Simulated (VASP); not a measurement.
# NiN2 (P4_2/nmc) in VASP: relaxation of cell and atoms with PBE

Aim: the relaxation of cell and atoms of NiN2 with PBE.

All numbers are computed with VASP 6.6.1; they aren't measurements. Logs are shortened: lines on timing, memory, paths and dates and some standing lists are left out, and cuts for length are marked.

## 1. The cell of the first run

The structure is tetragonal, space group P4_2/nmc (No. 137). Conventional cell: a = 3.282 Å, b = 3.282 Å, c = 4.725 Å, α = 90.00°, β = 90.00°, γ = 90.00°. Within 2.5 Å of Ni (site symmetry -4m2) lie 8 N at 1.90 to 2.16 Å. Within 2.5 Å of N (site symmetry 2mm) lie 4 Ni at 1.90 to 2.16 Å and 6 N at 2.36 Å.

## 2. Relaxation of cell and atoms, PBE

INCAR reads:

```
PREC = Accurate
ENCUT = 600
EDIFF = 1E-7
ISMEAR = 0
SIGMA = 0.1
LREAL = F
LASPH = T
NELM = 60
ALGO = Normal
ISIF = 3
LWAVE = F
LCHARG = F
GGA = PE
IBRION = 2
NSW = 90
EDIFFG = -0.04
```

KPOINTS reads:

```
Automatic mesh
0
Gamma
  6 6 4
```

POSCAR reads:

```
NiN2
1.0
    3.2823001024      0.0000000000      0.0000000000
    0.0000000000      3.2823001024      0.0000000000
    0.0000000000      0.0000000000      4.7252489170
Ni N
2 4
Direct
    0.0000000000      0.0000000000      0.0000000000
    0.5000000000      0.5000000000      0.5000000000
    0.0000000000      0.5000000000      0.2030000000
    0.0000000000      0.5000000000      0.7030000000
    0.5000000000      0.0000000000      0.2970000000
    0.5000000000      0.0000000000      0.7970000000
```

Potentials or basis: VASP PAW PBE potentials, release 64 (Ni, N).

Launch:

```console
$ cat potpaw_PBE.64/Ni/POTCAR potpaw_PBE.64/N/POTCAR > POTCAR
$ mpirun -np 1 vasp_std > vasp.out
```

OUTCAR:

```text
PREC = Accurate
   ENCUT = 600
   EDIFF = 1E-7
   ISMEAR = 0
   LREAL = F
   LASPH = T
   NELM = 60
   ISIF = 3
   GGA = PE
   IBRION = 2
   NSW = 90
   EDIFFG = -0.04

 ion  position               nearest neighbor table
   1  0.000  0.000  0.000-   3 1.90   6 1.90   3 1.90   6 1.90   5 2.16   4 2.16   5 2.16   4 2.16

   2  0.500  0.500  0.500-   4 1.90   5 1.90   5 1.90   4 1.90   3 2.16   6 2.16   3 2.16   6 2.16

   3  0.000  0.500  0.203-   1 1.90   1 1.90   2 2.16   2 2.16
   4  0.000  0.500  0.703-   2 1.90   2 1.90   1 2.16   1 2.16
   5  0.500  0.000  0.297-   2 1.90   2 1.90   1 2.16   1 2.16
   6  0.500  0.000  0.797-   1 1.90   1 1.90   2 2.16   2 2.16

  LATTYP: Found a simple tetragonal cell.
 ALAT       =     3.2823001024
 C/A-ratio  =     1.4396151386

  Lattice vectors:

 A1 = (   3.2823001024,   0.0000000000,   0.0000000000)
 A2 = (   0.0000000000,   3.2823001024,   0.0000000000)
 A3 = (   0.0000000000,   0.0000000000,   4.7252489170)

Analysis of symmetry for initial positions (statically):
=====================================================================
 Subroutine PRICEL returns:
 Original cell was already a primitive cell.

 Routine SETGRP: Setting up the symmetry group for a
 simple tetragonal supercell.

 Subroutine GETGRP returns: Found 16 space group operations
 (whereof  8 operations were pure point group operations)
 out of a pool of 16 trial point group operations.

The static configuration has the point symmetry D_2d.
 The point group associated with its full space group is D_4h.

Analysis of symmetry for dynamics (positions and initial velocities):
=====================================================================
 Subroutine PRICEL returns:
 Original cell was already a primitive cell.

 Routine SETGRP: Setting up the symmetry group for a
 simple tetragonal supercell.

 Subroutine GETGRP returns: Found 16 space group operations
 (whereof  8 operations were pure point group operations)
 out of a pool of 16 trial point group operations.

The dynamic configuration has the point symmetry D_2d.
 The point group associated with its full space group is D_4h.

 Subroutine INISYM returns: Found 16 space group operations
 (whereof  8 operations are pure point group operations),
 and found     1 'primitive' translations

----------------------------------------------------------------------------------------

                                     Primitive cell

  volume of cell :      50.9074

  direct lattice vectors                    reciprocal lattice vectors
     3.282300102  0.000000000  0.000000000     0.304664403  0.000000000  0.000000000
     0.000000000  3.282300102  0.000000000     0.000000000  0.304664403  0.000000000
     0.000000000  0.000000000  4.725248917     0.000000000  0.000000000  0.211629063

  length of vectors
     3.282300102  3.282300102  4.725248917     0.304664403  0.304664403  0.211629063

  position of ions in fractional coordinates (direct lattice)
     0.000000000  0.000000000  0.000000000
     0.500000000  0.500000000  0.500000000
     0.000000000  0.500000000  0.203000000
     0.000000000  0.500000000  0.703000000
     0.500000000  0.000000000  0.297000000
     0.500000000  0.000000000  0.797000000

  ion indices of the primitive-cell ions
   primitive index   ion index
                 1           1
                 2           2
                 3           3
                 4           4
                 5           5
                 6           6

----------------------------------------------------------------------------------------

 KPOINTS: Automatic mesh

Automatic generation of k-mesh.
 Grid dimensions read from file:
 generate k-points for:    6    6    4

 Generating k-lattice:

  Cartesian coordinates                     Fractional coordinates (reciprocal lattice)
     0.050777400  0.000000000  0.000000000     0.166666667  0.000000000  0.000000000
     0.000000000  0.050777400  0.000000000     0.000000000  0.166666667  0.000000000
     0.000000000  0.000000000  0.052907266     0.000000000  0.000000000  0.250000000

  Length of vectors
     0.050777400  0.050777400  0.052907266

  Shift w.r.t. Gamma in fractional coordinates (k-lattice)
     0.000000000  0.000000000  0.000000000

 Subroutine IBZKPT returns following result:
 ===========================================

 Found     30 irreducible k-points:

 Following reciprocal coordinates:
            Coordinates               Weight
  0.000000  0.000000  0.000000      1.000000
  0.166667  0.000000  0.000000      4.000000
  0.333333  0.000000  0.000000      4.000000
  0.500000  0.000000  0.000000      2.000000
  0.166667  0.166667  0.000000      4.000000
  0.333333  0.166667  0.000000      8.000000
[... 16 lines left out ...]
  0.333333  0.000000  0.500000      4.000000
  0.500000  0.000000  0.500000      2.000000
 [... further k-points ...]
   k-points           NKPTS =     30   k-points in BZ     NKDIM =     30   number of bands    NBANDS=     24
   number of dos      NEDOS =    301   number of ions     NIONS =      6
   total plane-waves  NPLWV =  31360
   dimension x,y,z NGX =    28 NGY =   28 NGZ =   40
   dimension x,y,z NGXF=    56 NGYF=   56 NGZF=   80
   ions per type =               2   4
   NGX,Y,Z   is equivalent  to a cutoff of  14.18, 14.18, 14.07 a.u.
   NGXF,Y,Z  is equivalent  to a cutoff of  28.36, 28.36, 28.15 a.u.
 SYSTEM =  unknown system
   PREC   = accura    normal or accurate (medium, high low for compatibility)
   ISTART =      0    job   : 0-new  1-cont  2-samecut
   ICHARG =      2    charge: 1-file 2-atom 10-const
   ISPIN  =      1    spin polarized calculation?
   LNONCOLLINEAR =      F non collinear calculations
   LSORBIT =      F    spin-orbit coupling
   LASPH  =      T    aspherical Exc in radial PAW
   ENCUT  =  600.0 eV  44.10 Ry    6.64 a.u.   6.56  6.56  9.44*2*pi/ulx,y,z
   NELM   =     60;   NELMIN=  2; NELMDL= -5     # of ELM steps
   EDIFF  = 0.1E-06   stopping-criterion for ELM
   LREAL  =      F    real-space projection
   EDIFFG = -.4E-01   stopping-criterion for IOM
   NSW    =     90    number of steps for IOM
   IBRION =      2    ionic relax: 0-MD 1-quasi-New 2-CG
   NFREE  =      1    steps in history (QN), initial steepest desc. (CG)
   ISIF   =      3    stress and relaxation
   ISYM   =      2    0-nonsym 1-usesym 2-fastsym
   POTIM  = 0.5000    time-step for ionic-motion
   TEBEG  =    0.0;   TEEND  =   0.0 temperature during run
   PSTRESS=    0.0 pullay stress
   NELECT =      40.0000    total number of electrons
   NUPDOWN=      -1.0000    fix difference up-down
   EMIN   =  10.00;   EMAX   =-10.00  energy-range for DOS
   EFERMI =   0.00;   METHOD = LEGACY
   ISMEAR =     0;   SIGMA  =   0.10  broadening in eV -4-tet -1-fermi 0-gaus
   EFERMI_NEDOS =   21; number of points for ismear=-14 and -15
   IALGO  =     38    algorithm
   IMIX   =      4    mixing-type and parameters
     AMIX     =   0.40;   BMIX     =  1.00
     AMIX_MAG =   1.60;   BMIX_MAG =  1.00
  volume/ion in A,a.u.               =       8.48        57.26
  Fermi-wavevector in a.u.,A,eV,Ry     =   1.510664  2.854740 31.049913  2.282104
  Thomas-Fermi vector in A             =   2.620823
   LORBIT       =      0    0 simple, 1 ext, 2 COOP (PROOUT), +10 PAW based schemes
   GGA     = PE    functional components
   LHFCALC =     F    Hartree Fock is set to
   AEXX    =    0.0000 exact exchange contribution
   IVDW    =     0    specifies the selected vdW correction
   LEPSILON=     F    determine dielectric tensor
   LRPA    =     F    only Hartree local field effects (RPA)
 conjugate gradient relaxation of ions
 non-spin polarized calculation
 Gauss-broadening in eV      SIGMA  =   0.10
  energy-cutoff  :      600.00
  volume of cell :       50.91
 maximum number of plane-waves:      1731
 NGX is ok and might be reduce to    28
   NGX = 13   NGY = 13   NGZ = 19

--------------------------------------- Ionic step        1  -------------------------------------------

 number of electron      39.9999982 magnetization

 Free energy of the ion-electron system (eV)
  ---------------------------------------------------
  ext. energy  EPLUGINS =         0.00000000
  ---------------------------------------------------
  free energy    TOTEN  =       -35.21305544 eV

  energy without entropy =      -35.18801915  energy(sigma->0) =      -35.20053729

------------------------ aborting loop because EDIFF is reached ----------------------------------------

  FORCE on cell =-STRESS in cart. coord.  units (eV):
  Direction    XX          YY          ZZ          XY          YZ          ZX
  --------------------------------------------------------------------------------------
  -------------------------------------------------------------------------------------
  Total        2.8569766      2.8569766     -0.9095824      0.0000000     -0.0000000      0.0000000
  in kB       89.9157971     89.9157971    -28.6267067      0.0000000     -0.0000000      0.0000000
  external PRESSURE =      50.4016291 kB  Pullay stress =       0.0000000 kB
[... 145 lines left out ...]
  energy  without entropy=      -35.6525703454  energy(sigma->0) =      -35.66379339

--------------------------------------- Ionic step        5  -------------------------------------------

 number of electron      40.0000004 magnetization

 Free energy of the ion-electron system (eV)
  ---------------------------------------------------
  ext. energy  EPLUGINS =         0.00000000
  ---------------------------------------------------
  free energy    TOTEN  =       -35.86612241 eV

  energy without entropy =      -35.84727155  energy(sigma->0) =      -35.85669698

 E-fermi :   7.4058     XC(G=0): -12.6557

 val. band max:        7.4056688137   @ k =   0.5000   0.1667   0.5000
 cond. band min:       7.4289016279   @ k =   0.5000   0.0000   0.0000
 fundamental gap:      0.0232328142
 Fermi energy:         7.4058362234

 k-point     1 :       0.0000    0.0000    0.0000
  band No.  band energies     occupation
      1     -10.7832      2.00000
      2      -6.8886      2.00000
      3      -6.7637      2.00000
      4      -3.0311      2.00000
      5      -1.0509      2.00000
      6       0.6678      2.00000
[... 637 lines left out ...]
     23       8.9011      0.00000
     24       8.9011      0.00000

 [... further k-points ...]

------------------------ aborting loop because EDIFF is reached ----------------------------------------

  FORCE on cell =-STRESS in cart. coord.  units (eV):
  Direction    XX          YY          ZZ          XY          YZ          ZX
  --------------------------------------------------------------------------------------
  -------------------------------------------------------------------------------------
  Total       -0.0161048     -0.0161048     -0.1370901      0.0000000     -0.0000000      0.0000000
  in kB       -0.5098259     -0.5098259     -4.3398184      0.0000000     -0.0000000      0.0000000
  external PRESSURE =      -1.7864901 kB  Pullay stress =       0.0000000 kB
[... 21 lines left out ...]
  FREE ENERGIE OF THE ION-ELECTRON SYSTEM (eV)
  ---------------------------------------------------
  free  energy   TOTEN  =       -35.8661224139 eV

  energy  without entropy=      -35.8472715461  energy(sigma->0) =      -35.85669698

 reached required accuracy - stopping structural energy minimisation
```

It took 2.9 min on 1 thread of Intel Xeon 6975P-C (Granite Rapids), shared host; peak memory 0.19 GiB.

Results:

- Free energy: -35.8661 eV
- Relaxed volume: 8.44 Å³/atom
- Relaxed cell: a = 3.406 Å, b = 3.406 Å, c = 4.363 Å, α = 90.00°, β = 90.00°, γ = 90.00°
- Space group after relaxing (to 0.1 Å): I4/mmm (No. 139)
- Energy gained by relaxing: 108.8 meV/atom
- Ionic steps: 5
- Pressure after relaxing: -0.2 GPa
- Largest force after relaxing: 0.007 eV/Å
- Band gap on the k mesh: zero (bands 20 and 21 overlap by 1.32 eV)

Forces in eV/Å, atoms in the order of the input:
```
Ni   0.000  0.000  0.000
Ni   0.000  0.000  0.000
N    0.000  0.000  0.007
N    0.000  0.000  0.007
N    0.000  0.000 -0.007
N    0.000  0.000 -0.007
```

Stress tensor (GPa, compression positive):
```
-0.05  0.00  0.00
 0.00 -0.05  0.00
 0.00  0.00 -0.43
```

Step by step:
| step | energy change (eV) | largest force (eV/Å) | pressure (GPa) | volume (Å³) |
| --- | --- | --- | --- | --- |
| 1 | 0.0000 | 1.1239 | 5.04 | 50.91 |
| 2 | -0.2551 | 0.8086 | -6.76 | 52.88 |
| 3 | -0.2976 | 0.6112 | -12.33 | 54.09 |
| 4 | -0.4620 | 0.4713 | -9.76 | 53.10 |
| 5 | -0.6531 | 0.0067 | -0.18 | 50.61 |

Final structure:
```
Ni N
1.0
     3.40574    0.00000    0.00000
     0.00000    3.40574    0.00000
     0.00000    0.00000    4.36338
Ni N
2 4
Direct
  0.00000 0.00000 0.00000
  0.50000 0.50000 0.50000
  0.00000 0.50000 0.24971
  0.00000 0.50000 0.74971
  0.50000 0.00000 0.25029
  0.50000 0.00000 0.75029
```

Levels at points of the mesh, in eV from the Fermi level:
```
           k point  band 16  band 17  band 18  band 19  band 20  band 21  band 22  band 23  band 24
(0.00, 0.00, 0.00)    -1.93    -1.14    -0.37    -0.37     0.71     1.57     1.57     1.80     2.59
(0.50, 0.00, 0.00)    -2.21    -1.40    -1.40    -1.38    -1.38     0.02     0.02     1.77     1.77
(0.50, 0.50, 0.00)    -2.50    -2.15    -2.15    -1.17    -1.17     1.69     1.69     2.31     2.31
(0.00, 0.00, 0.50)    -1.69    -1.68    -1.68    -1.05    -1.05     1.29     1.29     1.63     1.63
(0.50, 0.00, 0.50)    -2.57    -2.53    -2.53    -1.86    -1.86    -0.61    -0.61     1.50     1.50
(0.50, 0.50, 0.50)    -2.47    -1.62    -1.62     0.16     0.16     0.16     0.16     1.12     1.12
```

Caveat: the run has no spin polarisation, though such a crystal can be magnetic.
